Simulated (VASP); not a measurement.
# LiTmH4 in VASP: notebook, part 2 of 2

VASP 6.6.1.

**3. Single point, PBE**

The input, INCAR:

```
ALGO     = Normal         # electronic algorithm
EDIFF    = 1E-6           # SCF threshold, eV
ENCUT    = 750            # plane-wave cutoff, eV
GGA      = PE             # functional
GGA_COMPAT= False        
ISIF     = 2              # what is computed and relaxed
ISMEAR   = 0              # smearing method
LASPH    = True           # aspherical terms in the spheres
LCHARG   = False          # write CHGCAR
LMAXMIX  = 6              # l up to which the mixer works
LREAL    = False          # projectors in reciprocal space
LWAVE    = False          # write WAVECAR
NBANDS   = 28             # bands
NELM     = 200            # most SCF steps
PREC     = Accurate       # precision mode
SIGMA    = 0.1            # smearing width, eV
```

The input, KPOINTS:

```
k-points
0
Gamma
  4 4 2
```

The input, POSCAR:

```
LiTmH4
1.0
    3.4397879436      0.0000074975     -0.0002591949
   -0.0000476464      5.7103391450     -0.0008370815
   -0.0006899391     -0.0013067935      6.0326869525
Li Tm H
2 2 8
Direct
    0.9994194709      0.5050692098      0.0735300497
    0.5008581281      0.4948552702      0.5739101208
   -0.0000409511      0.9605811513      0.7242370611
    0.5000229059      0.0394222788      0.2241655494
    0.5000735303      0.1905869104      0.6849052602
    0.0000863962      0.1292800512      0.4155250919
    0.4998427141      0.8353338580      0.5241703964
   -0.0000738607      0.8095575469      0.1840423731
    0.4998586990      0.8705580866      0.9152786200
    0.5001218442      0.4135236051      0.2332837174
   -0.0001891601      0.5864848142      0.7326228193
    0.0000202831      0.1647472176      0.0243639137
```

Potentials or basis: VASP PAW PBE potentials, release 64 (Li_sv, Tm_3, H), 4f in core.

Started as:

```sh
cat potpaw_PBE.64/Li_sv/POTCAR potpaw_PBE.64/Tm_3/POTCAR potpaw_PBE.64/H/POTCAR > POTCAR
mpirun -np 1 vasp_std > vasp.out
```

Wall time 67 s (1 thread of Intel Xeon 6975P-C (Granite Rapids), shared host); peak memory 0.35 GiB.

It converged, with:

- Free energy: -45.9807 eV
- Pressure: 0.4 GPa
- Largest force: 0.028 eV/Å
- Band gap on the k mesh: 2.16 eV (least direct gap 3.12 eV)

Forces in eV/Å, atoms in the order of the input:
```
Li   0.002  0.004  0.000
Li  -0.004 -0.003 -0.005
Tm   0.000 -0.002  0.004
Tm  -0.002  0.002  0.006
H   -0.001  0.013 -0.012
H   -0.001  0.022  0.000
H    0.001 -0.014  0.007
H    0.001 -0.013 -0.008
H    0.003 -0.022  0.005
H   -0.001  0.027 -0.005
H    0.002 -0.027  0.003
H    0.000  0.015  0.005
```

Stress tensor (GPa, compression positive):
```
 0.56  0.00  0.01
 0.00  0.33 -0.01
 0.01 -0.01  0.45
```

Levels at points of the mesh, in eV from the valence-band top:
```
           k point  band 14  band 15  band 16  band 17  band 18  band 19
(0.00, 0.00, 0.00)    -2.17    -1.76     0.00     3.20     3.66     4.21
(0.50, 0.00, 0.00)    -2.33    -1.79    -1.79     3.41     3.41     3.89
(0.00, 0.50, 0.00)    -2.11    -0.75    -0.20     2.92     3.69     4.61
(0.50, 0.50, 0.00)    -2.65    -1.55    -1.55     2.89     2.89     3.92
(0.00, 0.00, 0.50)    -2.00    -1.03    -1.02     3.90     3.91     4.88
(0.50, 0.00, 0.50)    -2.42    -1.88    -1.88     3.94     3.95     4.08
(0.00, 0.50, 0.50)    -1.42    -0.73    -0.72     3.26     3.27     4.82
(0.50, 0.50, 0.50)    -2.43    -1.94    -1.94     3.24     3.24     4.34
```

Caveat: the k points lie up to 0.52 Å⁻¹ apart; spin-orbit coupling is left out, which moves the levels of the heavy elements; the 4f electrons are frozen in the core, so they carry no moment and show no levels. A k mesh can miss the band edges.

**4. Single point, PBE (8.99 Å³/atom)**

This run uses another cell than the first one, of 8.99 Å³/atom.

The input, INCAR:

```
SYSTEM = LiTmH4
PREC = Accurate
ENCUT = 750
EDIFF = 1E-6
ISMEAR = 0
SIGMA = 0.02
LREAL = .FALSE.
LASPH = .TRUE.
NELM = 200
ALGO = Normal
ISIF = 2
LWAVE = .FALSE.
LCHARG = .FALSE.
GGA = PE
NBANDS = 28
GGA_COMPAT = .FALSE.
LMAXMIX = 6
```

The input, KPOINTS:

```
regular mesh
0
G
  8 6 6
  0 0 0
```

The input, POSCAR:

```
LiTmH4
1.0
    3.3767335721      0.0000000000      0.0000000000
    0.0000000000      5.3683314281      0.0000000000
    0.0000000000      0.0000000000      5.9542603844
Li Tm H
2 2 8
Direct
    0.0000000000      0.5099950398      0.0587585055
    0.5000000000      0.4900049602      0.5587585055
    0.0000000000      0.9635332316      0.7179420673
    0.5000000000      0.0364667684      0.2179420673
    0.5000000000      0.2007609818      0.7189727569
    0.0000000000      0.1616279639      0.4160463057
    0.5000000000      0.8405067769      0.5225967436
    0.0000000000      0.7992390182      0.2189727569
    0.5000000000      0.8383720361      0.9160463057
    0.5000000000      0.4283052031      0.2207011074
    0.0000000000      0.5716947969      0.7207011074
    0.0000000000      0.1594932231      0.0225967436
```

Started as:

```sh
cat potpaw_PBE.64/Li_sv/POTCAR potpaw_PBE.64/Tm_3/POTCAR potpaw_PBE.64/H/POTCAR > POTCAR
mpirun -np 1 vasp_std > vasp.out
```

Run time: 3.5 min. Hardware: 1 thread of Intel Xeon 6975P-C (Granite Rapids), shared host; peak memory 0.5 GiB.

It converged, with:

```yaml
Free_energy: -45.8083 eV
Pressure: 4.8 GPa
Largest_force: 0.031 eV/Å
Band_gap_on_the_k_mesh: 2.14 eV (least direct gap 2.75 eV)
```

Forces on the atoms (eV/Å):
```
Li   0.000  0.004  0.001
Li   0.000 -0.004  0.001
Tm   0.000 -0.009  0.004
Tm   0.000  0.009  0.004
H    0.000  0.028 -0.001
H    0.000  0.025 -0.005
H    0.000 -0.025  0.003
H    0.000 -0.028 -0.001
H    0.000 -0.025 -0.005
H    0.000  0.031 -0.001
H    0.000 -0.031 -0.001
H    0.000  0.025  0.003
```

Stress tensor (GPa, compression positive):
```
5.01 0.00 0.00
0.00 4.68 0.00
0.00 0.00 4.80
```

Levels at points of the mesh, in eV from the valence-band top:
| k point | band 14 | band 15 | band 16 | band 17 | band 18 | band 19 |
| --- | --- | --- | --- | --- | --- | --- |
| (0.00, 0.00, 0.00) | -2.31 | -1.65 | -0.13 | 3.35 | 3.76 | 4.60 |
| (0.50, 0.00, 0.00) | -2.44 | -1.78 | -1.78 | 3.25 | 3.25 | 4.06 |
| (0.00, 0.50, 0.00) | -2.13 | -0.44 | -0.04 | 2.86 | 3.81 | 4.70 |
| (0.50, 0.50, 0.00) | -2.78 | -1.56 | -1.56 | 2.89 | 2.89 | 4.06 |
| (0.00, 0.00, 0.50) | -1.88 | -1.08 | -1.08 | 3.97 | 3.97 | 5.08 |
| (0.50, 0.00, 0.50) | -2.53 | -1.86 | -1.86 | 4.13 | 4.13 | 4.19 |
| (0.00, 0.50, 0.50) | -1.45 | -0.51 | -0.51 | 3.23 | 3.23 | 4.97 |
| (0.50, 0.50, 0.50) | -2.49 | -1.91 | -1.91 | 3.41 | 3.41 | 4.36 |

Caveat: the cell stands under pressure; spin-orbit coupling is left out, which moves the levels of the heavy elements; the 4f electrons are frozen in the core, so they carry no moment and show no levels.

**5. Single point, PBE (9.29 Å³/atom)**

This run uses another cell than the first one, of 9.29 Å³/atom.

The input, INCAR:

```
SYSTEM = LiTmH4
  ALGO = Normal
  EDIFF = 1E-6
  ENCUT = 750
  GGA = PE
  GGA_COMPAT = .FALSE.
  ISIF = 2
  ISMEAR = 0
  LASPH = .TRUE.
  LCHARG = .FALSE.
  LMAXMIX = 6
  LREAL = .FALSE.
  LWAVE = .FALSE.
  NBANDS = 28
  NELM = 200
  PREC = Accurate
  SIGMA = 0.02
```

The input, KPOINTS:

```
k-points
0
G
  8 6 6
  0 0 0
```

The input, POSCAR:

```
LiTmH4
1.0
    3.3944107146      0.0000000000      0.0000000000
    0.0000000000      5.4909067126      0.0000000000
    0.0000000000      0.0000000000      5.9819385176
Li Tm H
2 2 8
Direct
    0.0000000000      0.5083365248      0.0640089970
    0.5000000000      0.4916634752      0.5640089970
    0.0000000000      0.9623644383      0.7204639891
    0.5000000000      0.0376355617      0.2204639891
    0.5000000000      0.1965233276      0.7049044432
    0.0000000000      0.1492627264      0.4163935809
    0.5000000000      0.8380906762      0.5230774599
    0.0000000000      0.8034766724      0.2049044432
    0.5000000000      0.8507372736      0.9163935809
    0.5000000000      0.4227464778      0.2261690164
    0.0000000000      0.5772535222      0.7261690164
    0.0000000000      0.1619093238      0.0230774599
```

Started as:

```sh
cat potpaw_PBE.64/Li_sv/POTCAR potpaw_PBE.64/Tm_3/POTCAR potpaw_PBE.64/H/POTCAR > POTCAR
mpirun -np 1 vasp_std > vasp.out
```

Run time: 3.5 min. Hardware: 1 thread of Intel Xeon 6975P-C (Granite Rapids), shared host; peak memory 0.53 GiB.

Results (log left out):

```
Free energy            : -45.8920 eV
Pressure               : 3.3 GPa
Largest force          : 0.034 eV/Å
Band gap on the k mesh : 2.20 eV (least direct gap 2.81 eV)
```

Forces in eV/Å, atoms in the order of the input:
```
Li   0.000 -0.001  0.000
Li   0.000  0.001  0.000
Tm   0.000 -0.007  0.012
Tm   0.000  0.007  0.012
H    0.000  0.026 -0.003
H    0.000  0.022 -0.004
H    0.000 -0.027  0.003
H    0.000 -0.026 -0.003
H    0.000 -0.022 -0.004
H    0.000  0.033 -0.008
H    0.000 -0.033 -0.008
H    0.000  0.027  0.003
```

Stress tensor (GPa, compression positive):
```
3.50 0.00 0.00
0.00 3.12 0.00
0.00 0.00 3.32
```

Levels at points of the mesh, in eV from the valence-band top:
| k point | band 14 | band 15 | band 16 | band 17 | band 18 | band 19 |
| --- | --- | --- | --- | --- | --- | --- |
| (0.00, 0.00, 0.00) | -2.26 | -1.64 | -0.06 | 3.34 | 3.80 | 4.51 |
| (0.50, 0.00, 0.00) | -2.38 | -1.73 | -1.73 | 3.39 | 3.39 | 4.03 |
| (0.00, 0.50, 0.00) | -2.10 | -0.53 | -0.06 | 2.91 | 3.83 | 4.77 |
| (0.50, 0.50, 0.00) | -2.70 | -1.52 | -1.52 | 2.96 | 2.96 | 4.06 |
| (0.00, 0.00, 0.50) | -1.89 | -1.02 | -1.02 | 3.98 | 3.98 | 5.07 |
| (0.50, 0.00, 0.50) | -2.47 | -1.82 | -1.82 | 4.13 | 4.13 | 4.20 |
| (0.00, 0.50, 0.50) | -1.39 | -0.56 | -0.56 | 3.29 | 3.29 | 4.99 |
| (0.50, 0.50, 0.50) | -2.43 | -1.88 | -1.88 | 3.40 | 3.40 | 4.42 |

Caveat: the cell stands under pressure; spin-orbit coupling is left out, which moves the levels of the heavy elements; the 4f electrons are frozen in the core, so they carry no moment and show no levels. A k mesh can miss the band edges.

**6. Overview**

```tsv
cell	k mesh	smearing	gap on the mesh (eV)	pressure (GPa)	largest force (eV/Å)
a = 3.436, b = 5.692, c = 6.065 Å, 12 atoms, atomic positions A	4 × 4 × 2	gaussian 0.1 eV	2.15	0.4	0.04
a = 3.440, b = 5.710, c = 6.033 Å, 12 atoms, atomic positions B	4 × 4 × 2	gaussian 0.1 eV	2.16	0.4	0.03
a = 3.377, b = 5.368, c = 5.954 Å, 12 atoms, atomic positions C	8 × 6 × 6	gaussian 0.02 eV	2.14	4.8	0.03
a = 3.394, b = 5.491, c = 5.982 Å, 12 atoms, atomic positions D	8 × 6 × 6	gaussian 0.02 eV	2.20	3.3	0.03
```

Alike in all rows: task single point; level PBE; potentials or basis VASP PAW PBE potentials, release 64 (Li_sv, Tm_3, H), 4f in core; no spin polarisation; cutoff (eV) 750.

Caveats: some runs use coarse meshes; spin-orbit coupling is left out, which moves the levels of the heavy elements; the 4f electrons are frozen in the core, so they carry no moment and show no levels; the cell stands under pressure (at least some runs).

Total energies depend on the potentials used, so only differences within one code and one set of settings carry meaning.
